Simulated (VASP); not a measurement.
# CdWF6 (R-3) in VASP: single point with PBEsol

Aim: the single point of CdWF6 with PBEsol.

Everything below comes from runs of VASP 6.6.1. Logs are shortened: lines on timing, memory, paths and dates and some standing lists are left out, and cuts for length are marked.

**1. The cell of the first run**

Symmetry: R-3, No. 148, trigonal system. The conventional cell has a = 5.985 Å, b = 5.985 Å, c = 17.409 Å, α = 90.00°, β = 90.00°, γ = 120.00°. Within 4.6 Å of Cd (site symmetry -3) lie 18 F at 3.51 to 4.43 Å and 6 W at 4.51 Å. W (site symmetry -3) has 6 F at 1.85 Å within 2.5 Å. Within 2.5 Å of F (site symmetry 1) lie 1 W at 1.85 Å.

**2. Single point, PBEsol**

INCAR reads:

```
SYSTEM = CdWF6
ALGO = Normal
EDIFF = 1E-7
ENCUT = 520
GGA = PS
ISIF = 2
ISMEAR = -1
LASPH = .TRUE.
LCHARG = .TRUE.
LELF = .TRUE.
LREAL = .FALSE.
LVHAR = .TRUE.
LWAVE = .FALSE.
NBANDS = 44
NELM = 100
PREC = Accurate
SIGMA = 0.0114
```

KPOINTS reads:

```
k-points
0
G
  4 4 4
  0 0 0
```

POSCAR reads:

```
CdWF6
1.0
    2.9926417163      5.1834075016      0.0000001819
   -2.9926417163      5.1834075016      0.0000001819
    0.0000000000     -3.4556052046      5.8028789808
Cd W F
1 1 6
Direct
    0.5000000000      0.5000000000      0.5000000000
    0.0000000000      0.0000000000      0.0000000000
    0.0821614514      0.6478018090      0.8147154445
    1.0847521840      0.0821614514      0.8147154445
    0.6478018090      1.0847521840      0.8147154445
    0.9178385486      0.3521981910      0.1852845555
   -0.0847521840      0.9178385486      0.1852845555
    0.3521981910     -0.0847521840      0.1852845555
```

Potentials or basis: VASP PAW PBE potentials, release 64 (Cd, W_sv, F).

Command:

```bash
$ cat potpaw_PBE.64/Cd/POTCAR potpaw_PBE.64/W_sv/POTCAR potpaw_PBE.64/F/POTCAR > POTCAR
$ mpirun -np 1 vasp_std > vasp.out
```

OUTCAR:

```text
SYSTEM = CdWF6
   EDIFF = 1E-7
   ENCUT = 520
   GGA = PS
   ISIF = 2
   ISMEAR = -1
   LASPH = .TRUE.
   LREAL = .FALSE.
   NELM = 100
   PREC = Accurate

 ion  position               nearest neighbor table
   1  0.500  0.500  0.500-
   2  0.000  0.000  0.000-   4 1.85   7 1.85   5 1.85   8 1.85   3 1.85   6 1.85
   3  0.082  0.648  0.815-   2 1.85
   4  0.085  0.082  0.815-   2 1.85
   5  0.648  0.085  0.815-   2 1.85
   6  0.918  0.352  0.185-   2 1.85
   7  0.915  0.918  0.185-   2 1.85
   8  0.352  0.915  0.185-   2 1.85

  LATTYP: Found a trigonal (rhomboedric) cell.
 ALAT       =     6.7538590300
 COS(alpha) =     0.6073230007

  Lattice vectors:

 A1 = (  -2.9926417163,   1.7278022970,   5.8028791627)
 A2 = (   0.0000000000,  -3.4556052046,   5.8028789808)
 A3 = (   2.9926417163,   1.7278022970,   5.8028791627)

Analysis of symmetry for initial positions (statically):
=====================================================================
 Subroutine PRICEL returns:
 Original cell was already a primitive cell.

 Routine SETGRP: Setting up the symmetry group for a
 trigonal (rhombohedral) supercell.

 Subroutine GETGRP returns: Found  6 space group operations
 (whereof  6 operations were pure point group operations)
 out of a pool of 12 trial point group operations.

The static configuration has the point symmetry S_6 .

Analysis of symmetry for dynamics (positions and initial velocities):
=====================================================================
 Subroutine PRICEL returns:
 Original cell was already a primitive cell.

 Routine SETGRP: Setting up the symmetry group for a
 trigonal (rhombohedral) supercell.

 Subroutine GETGRP returns: Found  6 space group operations
 (whereof  6 operations were pure point group operations)
 out of a pool of 12 trial point group operations.

The dynamic configuration has the point symmetry S_6 .

 Subroutine INISYM returns: Found  6 space group operations
 (whereof  6 operations are pure point group operations),
 and found     1 'primitive' translations

----------------------------------------------------------------------------------------

                                     Primitive cell

  volume of cell :     180.0295

  direct lattice vectors                    reciprocal lattice vectors
     2.992641716  5.183407502  0.000000182     0.167076465  0.096461640  0.057442753
    -2.992641716  5.183407502  0.000000182    -0.167076465  0.096461640  0.057442753
     0.000000000 -3.455605205  5.802878981     0.000000000 -0.000000006  0.172328250

  length of vectors
     5.985283433  5.985283433  6.753859030     0.201293475  0.201293475  0.172328250

  position of ions in fractional coordinates (direct lattice)
     0.500000000  0.500000000  0.500000000
     0.000000000  0.000000000  0.000000000
     0.082161451  0.647801809  0.814715445
     0.084752184  0.082161451  0.814715445
     0.647801809  0.084752184  0.814715445
     0.917838549  0.352198191  0.185284555
     0.915247816  0.917838549  0.185284555
     0.352198191  0.915247816  0.185284555

  ion indices of the primitive-cell ions
   primitive index   ion index
                 1           1
                 2           2
                 3           3
                 4           4
                 5           5
                 6           6
                 7           7
                 8           8

----------------------------------------------------------------------------------------

 KPOINTS: k-points

Automatic generation of k-mesh.
 Grid dimensions read from file:
 generate k-points for:    4    4    4

 Generating k-lattice:

  Cartesian coordinates                     Fractional coordinates (reciprocal lattice)
     0.041769116  0.024115410  0.014360688     0.250000000 -0.000000000  0.000000000
    -0.041769116  0.024115410  0.014360688    -0.000000000  0.250000000  0.000000000
     0.000000000 -0.000000002  0.043082062     0.000000000  0.000000000  0.250000000

  Length of vectors
     0.050323369  0.050323369  0.043082062

  Shift w.r.t. Gamma in fractional coordinates (k-lattice)
     0.000000000  0.000000000  0.000000000

 Subroutine IBZKPT returns following result:
 ===========================================

 Found     14 irreducible k-points:

 Following reciprocal coordinates:
            Coordinates               Weight
  0.000000  0.000000  0.000000      1.000000
  0.250000  0.000000  0.000000      6.000000
  0.500000  0.000000  0.000000      3.000000
  0.250000  0.250000  0.000000      6.000000
  0.500000  0.250000  0.000000      6.000000
 -0.250000  0.250000 -0.250000      6.000000
 -0.250000  0.250000  0.000000      6.000000
  0.500000  0.500000  0.000000      3.000000
  0.000000  0.000000  0.250000      2.000000
  0.250000 -0.000000  0.250000      6.000000
  0.500000  0.000000  0.250000      6.000000
  0.250000  0.250000  0.250000      6.000000
  0.500000  0.250000  0.250000      6.000000
  0.000000  0.000000  0.500000      1.000000
   k-points           NKPTS =     14   k-points in BZ     NKDIM =     14   number of bands    NBANDS=     44
   number of dos      NEDOS =    301   number of ions     NIONS =      8
   total plane-waves  NPLWV = 115200
   dimension x,y,z NGX =    48 NGY =   48 NGZ =   50
   dimension x,y,z NGXF=    96 NGYF=   96 NGZF=  100
   ions per type =               1   1   6
   NGX,Y,Z   is equivalent  to a cutoff of  13.33, 13.33, 12.31 a.u.
   NGXF,Y,Z  is equivalent  to a cutoff of  26.66, 26.66, 24.61 a.u.
 SYSTEM =  CdWF6
   PREC   = accura    normal or accurate (medium, high low for compatibility)
   ISTART =      0    job   : 0-new  1-cont  2-samecut
   ICHARG =      2    charge: 1-file 2-atom 10-const
   ISPIN  =      1    spin polarized calculation?
   LNONCOLLINEAR =      F non collinear calculations
   LSORBIT =      F    spin-orbit coupling
   LASPH  =      T    aspherical Exc in radial PAW
   ENCUT  =  520.0 eV  38.22 Ry    6.18 a.u.  11.13 11.13 12.56*2*pi/ulx,y,z
   NELM   =    100;   NELMIN=  2; NELMDL= -5     # of ELM steps
   EDIFF  = 0.1E-06   stopping-criterion for ELM
   LREAL  =      F    real-space projection
   EDIFFG = 0.1E-05   stopping-criterion for IOM
   NSW    =      0    number of steps for IOM
   IBRION =     -1    ionic relax: 0-MD 1-quasi-New 2-CG
   NFREE  =      0    steps in history (QN), initial steepest desc. (CG)
   ISIF   =      2    stress and relaxation
   ISYM   =      2    0-nonsym 1-usesym 2-fastsym
   POTIM  = 0.5000    time-step for ionic-motion
   TEBEG  =    0.0;   TEEND  =   0.0 temperature during run
   PSTRESS=    0.0 pullay stress
   NELECT =      68.0000    total number of electrons
   NUPDOWN=      -1.0000    fix difference up-down
   EMIN   =  10.00;   EMAX   =-10.00  energy-range for DOS
   EFERMI =   0.00;   METHOD = LEGACY
   ISMEAR =    -1;   SIGMA  =   0.01  broadening in eV -4-tet -1-fermi 0-gaus
   EFERMI_NEDOS =   21; number of points for ismear=-14 and -15
   IALGO  =     38    algorithm
   IMIX   =      4    mixing-type and parameters
     AMIX     =   0.40;   BMIX     =  1.00
     AMIX_MAG =   1.60;   BMIX_MAG =  1.00
  volume/ion in A,a.u.               =      22.50       151.86
  Fermi-wavevector in a.u.,A,eV,Ry     =   1.183396  2.236293 19.053940  1.400425
  Thomas-Fermi vector in A             =   2.319631
   LORBIT       =      0    0 simple, 1 ext, 2 COOP (PROOUT), +10 PAW based schemes
   GGA     = PS    functional components
   LHFCALC =     F    Hartree Fock is set to
   AEXX    =    0.0000 exact exchange contribution
   IVDW    =     0    specifies the selected vdW correction
   LEPSILON=     F    determine dielectric tensor
   LRPA    =     F    only Hartree local field effects (RPA)
 non-spin polarized calculation
  energy-cutoff  :      520.00
  volume of cell :      180.03
 maximum number of plane-waves:      4863
 NGX is ok and might be reduce to    48
   NGX = 23   NGY = 23   NGZ = 25

 number of electron      67.9999977 magnetization

 Free energy of the ion-electron system (eV)
  ---------------------------------------------------
  ext. energy  EPLUGINS =         0.00000000
  ---------------------------------------------------
  free energy    TOTEN  =       -44.25642595 eV

  energy without entropy =      -44.25642595  energy(sigma->0) =      -44.25642595

 E-fermi :  -0.6618     XC(G=0):  -7.4051

 val. band max:       -1.0439303610   @ k =   0.5000   0.0000   0.0000
 cond. band min:      -0.4124380257   @ k =   0.0000   0.0000   0.5000
 fundamental gap:      0.6314923353
 Fermi energy:        -0.6617801682

 k-point     1 :       0.0000    0.0000    0.0000
  band No.  band energies     occupation
      1     -78.8623      2.00000
      2     -43.2213      2.00000
      3     -43.1680      2.00000
      4     -43.1680      2.00000
      5     -26.1359      2.00000
      6     -25.9111      2.00000
[... 36 lines left out ...]
     43       5.1253      0.00000
     44       7.0533      0.00000

 k-point     2 :       0.2500    0.0000    0.0000
  band No.  band energies     occupation
      1     -78.8623      2.00000
      2     -43.2213      2.00000
      3     -43.1680      2.00000
      4     -43.1680      2.00000
      5     -26.1268      2.00000
      6     -25.9163      2.00000
[... 36 lines left out ...]
     43       6.0561      0.00000
     44       7.4721      0.00000

 k-point     3 :       0.5000    0.0000    0.0000
  band No.  band energies     occupation
      1     -78.8623      2.00000
      2     -43.2213      2.00000
      3     -43.1680      2.00000
      4     -43.1680      2.00000
      5     -26.1175      2.00000
      6     -25.9212      2.00000
[... 506 lines left out ...]
     43       6.7646      0.00000
     44       7.3649      0.00000

 k-point    14 :       0.0000    0.0000    0.5000
  band No.  band energies     occupation
      1     -78.8623      2.00000
      2     -43.2213      2.00000
      3     -43.1680      2.00000
      4     -43.1680      2.00000
      5     -26.1298      2.00000
      6     -25.9064      2.00000
[... 36 lines left out ...]
     43       6.3745      0.00000
     44       7.9709      0.00000

------------------------ aborting loop because EDIFF is reached ----------------------------------------

  FORCE on cell =-STRESS in cart. coord.  units (eV):
  Direction    XX          YY          ZZ          XY          YZ          ZX
  --------------------------------------------------------------------------------------
  -------------------------------------------------------------------------------------
  Total        1.3121851      1.3121851      1.4091917      0.0000001     -0.0000000     -0.0000000
  in kB       11.6778283     11.6778283     12.5411413      0.0000006     -0.0000000     -0.0000000
  external PRESSURE =      11.9655993 kB  Pullay stress =       0.0000000 kB

 VOLUME and BASIS-vectors are now :
 -----------------------------------------------------------------------------
  energy-cutoff  :      520.00
  volume of cell :      180.03
      direct lattice vectors                 reciprocal lattice vectors
     2.992641716  5.183407502  0.000000182     0.167076465  0.096461640  0.057442753
    -2.992641716  5.183407502  0.000000182    -0.167076465  0.096461640  0.057442753
     0.000000000 -3.455605205  5.802878981     0.000000000 -0.000000006  0.172328250

 POSITION                                       TOTAL-FORCE (eV/Angst)
 -----------------------------------------------------------------------------------
      0.00000      3.45560      2.90144        -0.000000     -0.000000     -0.000000
      0.00000      0.00000      0.00000        -0.000000      0.000000     -0.000000
     -1.69276      0.96836      4.72770         0.308863     -0.180478     -0.255869
      0.00775     -1.95015      4.72770         0.001867      0.357722     -0.255869
      1.68501      0.98179      4.72770        -0.310730     -0.177245     -0.255869
      1.69276      5.94285      1.07518        -0.308863      0.180478      0.255869
     -0.00775      8.86136      1.07518        -0.001867     -0.357722      0.255869
     -1.68501      5.92942      1.07518         0.310730      0.177245      0.255869
 -----------------------------------------------------------------------------------
    total drift:                                0.000000      0.000000     -0.000000

  FREE ENERGIE OF THE ION-ELECTRON SYSTEM (eV)
  ---------------------------------------------------
  free  energy   TOTEN  =       -44.2564259510 eV

  energy  without entropy=      -44.2564259510  energy(sigma->0) =      -44.25642595
```

Run time: 2.3 min. Hardware: 1 thread of Intel Xeon Platinum 8559C (Emerald Rapids), shared host; peak memory 0.37 GiB.

What came out:

```yaml
Free_energy: -44.2564 eV
Pressure: 1.2 GPa
Largest_force: 0.440 eV/Å
Band_gap_on_the_k_mesh: 0.63 eV, indirect (least direct gap 0.64 eV)
```

Forces in eV/Å, atoms in the order of the input:
```
Cd   0.000  0.000  0.000
W    0.000  0.000  0.000
F    0.309 -0.180 -0.256
F    0.002  0.358 -0.256
F   -0.311 -0.177 -0.256
F   -0.309  0.180  0.256
F   -0.002 -0.358  0.256
F    0.311  0.177  0.256
```

Stress tensor (GPa, compression positive):
```
1.17 0.00 0.00
0.00 1.17 0.00
0.00 0.00 1.25
```

Caveat: the PAW data sets were made with another functional, which shifts forces and pressure a little; spin-orbit coupling is left out, which moves the levels of the heavy elements. A hybrid or GW would open this gap; PBEsol tends to underestimate it.
